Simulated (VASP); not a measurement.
Na: single point with r2SCAN

The system is Na.

```
CELL_PARAMETERS angstrom
3.59330 0.00000 0.00000
-1.79665 3.11189 0.00000
0.00000 0.00000 3.35749
ATOMIC_POSITIONS crystal
Na 0.00000 0.00000 0.00000
```

This isn't the form of Na at room conditions, which is bcc.

```json
{"Program": "VASP 6.6.1", "Task": "single point", "Functional": "r2SCAN", "Potentials or basis": "VASP PAW PBE potentials, release 64 (Na_pv)", "Cutoff": "520 eV", "k mesh": "6 × 6 × 6", "Occupations": "gaussian, width 0.1 eV", "Spin": "no spin polarisation"}
```

```
Pressure               : 0.4 GPa
Band gap on the k mesh : zero (an odd number of electrons rules out a gap without spin polarisation)
```

Stress tensor (GPa, compression positive):
```
0.36 0.00 0.00
0.00 0.36 0.00
0.00 0.00 0.45
```

Levels at points of the mesh, in eV from the Fermi level:
```
           k point  band 1  band 2  band 3  band 4  band 5  band 6
(0.00, 0.00, 0.00)  -26.18  -26.18  -26.18   -3.51    9.12   10.63
(0.50, 0.00, 0.00)  -26.22  -26.19  -26.18    0.33    1.01    8.36
(0.00, 0.00, 0.50)  -26.24  -26.18  -26.18   -0.14    0.34   13.99
(0.50, 0.00, 0.50)  -26.23  -26.22  -26.19    3.66    3.71    3.95
```

Run time: 33 s on 1 thread of AMD EPYC 7R13 Processor (Zen 3), on a shared host, peak memory 0.13 GiB.

Caveat: the PAW data sets were made with another functional, which shifts forces and pressure a little.
